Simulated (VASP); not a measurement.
# Si (a cell with a defect) in VASP: single point with PBE

Aim: the single point of Si (a cell with a defect) with PBE.

Program: VASP 6.6.1. These are calculated values, not measurements. Logs are shortened: lines on timing, memory, paths and dates and some standing lists are left out, and cuts for length are marked.

### 1 The cell of the first run

The cell holds a defect, 63 atoms: a = 10.161 Å, b = 10.690 Å, c = 14.247 Å, α = 108.32°, β = 92.88°, γ = 109.83°.

### 2 Single point, PBE, collinear spin

Input file INCAR:

```
  PREC = Accurate
  ENCUT = 520
  EDIFF = 1E-6
  ISMEAR = 0
  SIGMA = 0.05
  LREAL = Auto
  LASPH = True
  NELM = 150
  ALGO = Normal
  ISIF = 2
  LWAVE = False
  LCHARG = False
  ISPIN = 2
  MAGMOM = 0 0 0 0 0 0 0 0 0 0 0 0 0 0 0 0 0 0 0 0.5 0 0 0 0 0 0 0.5 0 0 0 0 0.5 0 0 0 0 0 0 0 0 0 0 0 0 0 0 0 0 0 0 0 0 0 0.5 0 0 0 0 0 0 0 0 0
  LORBIT = 11
  GGA = PE
  NBANDS = 167
```

Input file KPOINTS:

```
regular mesh
0
Gamma
  1 1 1
```

Input file POSCAR:

```
Si
1.0
    6.6508880000      6.6508890000      3.8447710000
   -9.9763330000      3.3254440000      1.9223860000
    3.3254440000     -9.9763330000      9.6119280000
Si
63
Direct
    0.3818594798      0.7079181008      0.7060519539
    0.1315805694      0.7034050004      0.2053787747
    0.6342805062      0.4551082029      0.4547694979
    0.8861974595      0.2007483270      0.2023424395
    0.3832116280      0.4488982834      0.9551984706
    0.6382726603      0.2070958555      0.7021980803
    0.1324047081      0.4557021737      0.4547282075
    0.3711711184      0.1894798197      0.1883828821
    0.1369634340      0.2103008340      0.7048257639
    0.8841286512      0.9565045162      0.4537034059
    0.6342447652      0.9537655378      0.9555449042
    0.8990486663      0.7209366268      0.7210742185
    0.3828482105      0.9532733195      0.4576946437
    0.6300854578      0.7049330414      0.2043995290
    0.8808913903      0.4539130064      0.9548387031
    0.1149520389      0.5454033343      0.0449963165
    0.3706414903      0.2955528963      0.7946445823
    0.6184108096      0.0441742568      0.5443492630
    0.1178366379      0.2947199782      0.2957722514
    0.3386055228      0.0195737942      0.0181491982
    0.1173512193      0.0491894434      0.5444804716
    0.8638600187      0.7949138925      0.2942093847
    0.6161590031      0.7972679563      0.7948680969
    0.8709957478      0.5527834796      0.5531587589
    0.3640907316      0.7934869984      0.2971254335
    0.6144200405      0.5421857830      0.0471758456
    0.1415677910      0.8286742732      0.8287322904
    0.3651092168      0.5472467960      0.5460653841
    0.8688504855      0.2989342304      0.7954881749
    0.6114931563      0.2895185868      0.2890123668
    0.8722019412      0.0414633149      0.0412229590
    0.0487747186      0.1304695930      0.9526661733
    0.2937448628      0.8884128123      0.7109395255
    0.5448996710      0.6341321490      0.4555408744
    0.0430529030      0.8824169128      0.2030005945
    0.2974322571      0.6282088309      0.9554219187
    0.0432484496      0.6360706747      0.4568648411
    0.7955329834      0.3806691666      0.2038898423
    0.5481632147      0.3866794320      0.7041706954
    0.7945804255      0.1355469975      0.4540858882
    0.2931251169      0.3806600425      0.2028313023
    0.5415995421      0.1302449792      0.9525319425
    0.0471850861      0.3911976789      0.7075499441
    0.2966439632      0.1335823281      0.4533244261
    0.7987532533      0.8879761580      0.7073576668
    0.5393887585      0.8843642655      0.2048991546
    0.7913643011      0.6334370008      0.9568063586
    0.2073597269      0.6242670170      0.8003971885
    0.4550675975      0.3669576497      0.5441129042
    0.7053263816      0.1146962749      0.2925527665
    0.2007633566      0.3629502446      0.0435820848
    0.4628651154      0.1176926443      0.7918061397
    0.2059710160      0.1136146793      0.2919204985
    0.9562213851      0.8616272720      0.0418221472
    0.7086334437      0.8656592542      0.5454138342
    0.9524828721      0.6149195298      0.2951942012
    0.4509255384      0.8630199125      0.0420955821
    0.7070013517      0.6188838794      0.7968689605
    0.2024373298      0.8685491932      0.5489907996
    0.4538926015      0.6133918937      0.2946851824
    0.9555218200      0.3684116047      0.5464233770
    0.7029106681      0.3624691916      0.0448320817
    0.9592979237      0.1199636702      0.7953756844
```

Potentials or basis: VASP PAW PBE potentials, release 64 (Si).

The run is started by

```console
> cat potpaw_PBE.64/Si/POTCAR > POTCAR
> mpirun -np 1 vasp_gam > vasp.out
```

OUTCAR:

```text
PREC = Accurate
   ENCUT = 520
   EDIFF = 1E-6
   ISMEAR = 0
   LREAL = Auto
   LASPH = True
   NELM = 150
   ISIF = 2
   ISPIN = 2
   LORBIT = 11
   GGA = PE

 ion  position               nearest neighbor table
   1  0.382  0.708  0.706-  28 2.34  23 2.36  33 2.37  48 2.38
   2  0.132  0.703  0.205-  16 2.33  25 2.36  56 2.38  35 2.38
   3  0.634  0.455  0.455-  49 2.38  34 2.38  30 2.41  24 2.42
   4  0.886  0.201  0.202-  31 2.35  19 2.36  50 2.39  38 2.39
   5  0.383  0.449  0.955-  17 2.33  26 2.35  36 2.36  51 2.38
   6  0.638  0.207  0.702-  18 2.32  29 2.35  52 2.36  39 2.38
[... 23 lines left out ...]
  30  0.611  0.290  0.289-  38 2.38  50 2.38   3 2.41   8 2.46
  31  0.872  0.041  0.041-   4 2.35  32 2.35  54 2.36  11 2.38
  32  0.049  0.130  0.953-  51 2.33  63 2.33  31 2.35
  33  0.294  0.888  0.711-  52 2.34  59 2.36   1 2.37  27 2.42
  34  0.545  0.634  0.456-  60 2.34  55 2.35   3 2.38  28 2.39
  35  0.043  0.882  0.203-  54 2.33  53 2.35   2 2.38  22 2.39
  36  0.297  0.628  0.955-  48 2.33  57 2.34   5 2.36  16 2.38
  37  0.043  0.636  0.457-  56 2.35  59 2.35   7 2.39  24 2.39
  38  0.796  0.381  0.204-  62 2.33  56 2.35  30 2.38   4 2.39
[... 13 lines left out ...]
  52  0.463  0.118  0.792-  42 2.33  33 2.34   6 2.36  17 2.38
  53  0.206  0.114  0.292-  35 2.35  44 2.35  19 2.38   8 2.39
  54  0.956  0.862  0.042-  47 2.32  35 2.33  31 2.36
  55  0.709  0.866  0.545-  45 2.35  34 2.35  18 2.38  10 2.38
  56  0.952  0.615  0.295-  37 2.35  38 2.35   2 2.38  22 2.39
  57  0.451  0.863  0.042-  36 2.34  46 2.36  11 2.39  20 2.42
  58  0.707  0.619  0.797-  47 2.33  39 2.35  12 2.38  23 2.39
  59  0.202  0.869  0.549-  37 2.35  33 2.36  21 2.38  13 2.39
  60  0.454  0.613  0.295-  34 2.34  41 2.36  14 2.38  25 2.39
  61  0.956  0.368  0.546-  43 2.34  40 2.36  24 2.38   7 2.38
  62  0.703  0.362  0.045-  38 2.33  42 2.36  26 2.37  15 2.39
  63  0.959  0.120  0.795-  32 2.33  45 2.34   9 2.39  29 2.39

  LATTYP: Found a triclinic cell.
 ALAT       =    10.1612449887
 B/A-ratio  =     3.0241273988
 C/A-ratio  =     1.1803256044
 COS(alpha) =     0.0006103648
 COS(beta)  =     0.5449076326
 COS(gamma) =     0.7560318497

  Lattice vectors:

 A1 = (  -6.6508880000,  -6.6508890000,  -3.8447710000)
 A2 = ( -26.6035530000,  -0.0000010000, -15.3790840000)
 A3 = (   3.3254450000,  -9.9763330000,  -5.7671570000)

Analysis of symmetry for initial positions (statically):
=====================================================================
 Subroutine PRICEL returns:
 Original cell was already a primitive cell.

 Routine SETGRP: Setting up the symmetry group for a
 triclinic supercell.

 Subroutine GETGRP returns: Found  1 space group operations
 (whereof  1 operations were pure point group operations)
 out of a pool of  2 trial point group operations.

[... 271 lines left out ...]
  free energy    TOTEN  =      -330.90761401 eV

  energy without entropy =     -330.90761343  energy(sigma->0) =     -330.90761372

 E-fermi :   5.4463     XC(G=0):  -9.0392

 val. band max:        5.2820532424   @ k =   0.0000   0.0000   0.0000
 cond. band min:       5.6106814836   @ k =   0.0000   0.0000   0.0000
 fundamental gap:      0.3286282411
 Fermi energy:         5.4463087435

 spin component 1

 k-point     1 :       0.0000    0.0000    0.0000
  band No.  band energies     occupation
      1      -6.6763      1.00000
      2      -6.0221      1.00000
      3      -5.9912      1.00000
      4      -5.6552      1.00000
      5      -5.4538      1.00000
      6      -5.4432      1.00000
[... 130 lines left out ...]
    137       6.6624      0.00000
    138       6.6792      0.00000
 Fermi energy:         5.4463087435

 spin component 2

 k-point     1 :       0.0000    0.0000    0.0000
  band No.  band energies     occupation
      1      -6.6547      1.00000
      2      -6.0031      1.00000
      3      -5.9653      1.00000
      4      -5.6369      1.00000
      5      -5.4323      1.00000
      6      -5.4235      1.00000
[... 130 lines left out ...]
    137       6.6888      0.00000
    138       6.7156      0.00000
 [bands above 138 left out]

------------------------ aborting loop because EDIFF is reached ----------------------------------------

  FORCE on cell =-STRESS in cart. coord.  units (eV):
  Direction    XX          YY          ZZ          XY          YZ          ZX
  --------------------------------------------------------------------------------------
  -------------------------------------------------------------------------------------
  Total        1.2738782      6.2605749     -2.3870755     -7.1121181     -4.0982158     -4.6686245
  in kB        1.5000946      7.3723331     -2.8109745     -8.3750941     -4.8259805     -5.4976829
  external PRESSURE =       2.0204844 kB  Pullay stress =       0.0000000 kB

 VOLUME and BASIS-vectors are now :
 -----------------------------------------------------------------------------
  energy-cutoff  :      520.00
  volume of cell :     1360.57
      direct lattice vectors                 reciprocal lattice vectors
     6.650888000  6.650889000  3.844771000     0.037588962  0.075177924  0.065023377
    -9.976333000  3.325444000  1.922386000    -0.075177924  0.037588958  0.065023369
     3.325444000 -9.976333000  9.611928000     0.000000004 -0.037588961  0.065023374

 POSITION                                       TOTAL-FORCE (eV/Angst)
 -----------------------------------------------------------------------------------
     -2.17479     -2.14996      9.61557        -0.005048     -0.002891     -0.002747
     -5.45930      1.16533      3.83220         0.002230      0.002319     -0.002384
      1.19053      1.19503      7.68477         0.001870     -0.000724     -0.004762
      4.56415      4.54294      5.73804        -0.000808     -0.001470      0.000098
      1.24680     -5.48789     11.51762        -0.004793     -0.003726     -0.003982
      4.51414     -2.07160      9.60161        -0.003738      0.001451      0.002790
[... 55 lines left out ...]
      1.20795      5.43309      3.83026         0.006297      0.001378      0.003418
      7.82836     -1.15582     11.56399        -0.002465     -0.005612      0.004757
 -----------------------------------------------------------------------------------
    total drift:                               -0.019779      0.003307     -0.001749

  FREE ENERGIE OF THE ION-ELECTRON SYSTEM (eV)
  ---------------------------------------------------
  free  energy   TOTEN  =      -330.9076140100 eV

  energy  without entropy=     -330.9076134290  energy(sigma->0) =     -330.90761372

 total charge

# of ion       s       p       d       tot
------------------------------------------
    1        0.751   0.928   0.000   1.679
    2        0.751   0.930   0.000   1.681
    3        0.756   0.896   0.000   1.652
    4        0.752   0.921   0.000   1.673
    5        0.750   0.940   0.000   1.690
    6        0.750   0.940   0.000   1.690
[... 55 lines left out ...]
   62        0.756   0.928   0.000   1.684
   63        0.757   0.923   0.000   1.681
--------------------------------------------------
tot         47.671  57.721   0.000 105.392

 magnetization (x)

# of ion       s       p       d       tot
------------------------------------------
    1        0.001   0.008   0.000   0.009
    2        0.001   0.005   0.000   0.006
    3        0.000   0.001   0.000   0.001
    4        0.003   0.010   0.000   0.012
    5        0.000   0.006   0.000   0.007
    6        0.001   0.007   0.000   0.008
[... 55 lines left out ...]
   62        0.001   0.001   0.000   0.002
   63        0.001   0.004   0.000   0.005
--------------------------------------------------
tot          0.120   0.635   0.000   0.755
```

Wall time 15 min (1 thread of Intel Xeon Platinum 8488C (Sapphire Rapids), shared host); peak memory 1.6 GiB.

Results:

* Free energy: -330.9076 eV
* Pressure: 0.2 GPa
* Largest force: 0.026 eV/Å
* Net moment: 2.00 μB per cell
* Site moments: Si +0.01, +0.00, +0.03, +0.02, -0.00, +0.17 (each value once) μB
* Valence electrons inside the program's atomic spheres: Si 1.68, 1.65, 1.67, 1.69, 1.63, 1.62, 1.57, 1.56, 1.64, 1.66 (each value once)

Forces in eV/Å, atoms in the order of the input:
```
Si  -0.005 -0.003 -0.003
Si   0.002  0.002 -0.002
Si   0.002 -0.001 -0.005
Si  -0.001 -0.001  0.000
Si  -0.005 -0.004 -0.004
Si  -0.004  0.001  0.003
Si  -0.001  0.002 -0.003
Si   0.010  0.001 -0.004
Si   0.002 -0.004 -0.005
Si  -0.002  0.001 -0.001
Si   0.002  0.003  0.005
Si   0.008  0.006 -0.002
Si   0.003  0.005 -0.008
Si  -0.001 -0.001  0.003
Si  -0.006  0.001 -0.002
Si   0.004  0.004 -0.001
Si   0.002  0.001  0.003
Si  -0.003  0.000  0.006
Si  -0.002 -0.003  0.002
Si   0.015  0.010  0.018
Si  -0.001 -0.004  0.003
Si   0.002 -0.009  0.000
Si   0.000 -0.003 -0.001
Si  -0.004  0.000 -0.001
Si  -0.003  0.004  0.001
Si   0.000 -0.002  0.001
Si  -0.009 -0.006  0.003
Si   0.001  0.001 -0.002
Si   0.001  0.003  0.000
Si  -0.002 -0.001  0.003
Si   0.000  0.001 -0.005
Si  -0.010 -0.007 -0.011
Si  -0.001 -0.001  0.002
Si   0.000 -0.001 -0.003
Si   0.001  0.000  0.005
Si   0.004  0.001 -0.003
Si   0.000 -0.002  0.003
Si   0.000 -0.001 -0.004
Si   0.000 -0.001 -0.002
Si  -0.004  0.002  0.001
Si   0.007 -0.001 -0.003
Si   0.002 -0.014  0.005
Si   0.004  0.004  0.003
Si   0.001 -0.003  0.000
Si   0.007  0.001  0.000
Si   0.008  0.009 -0.004
Si  -0.006  0.002  0.003
Si  -0.008 -0.004  0.005
Si   0.000  0.001  0.005
Si   0.000  0.002 -0.002
Si   0.000  0.003  0.003
Si  -0.001 -0.002 -0.006
Si   0.005  0.002  0.000
Si  -0.003 -0.002 -0.014
Si   0.000 -0.004 -0.002
Si  -0.001  0.000  0.005
Si  -0.020  0.003  0.006
Si   0.000  0.009 -0.004
Si   0.002  0.004  0.001
Si   0.002  0.000 -0.001
Si  -0.001 -0.001  0.003
Si   0.006  0.001  0.003
Si  -0.002 -0.006  0.005
```

Caveat: the k points lie up to 0.67 Å⁻¹ apart.
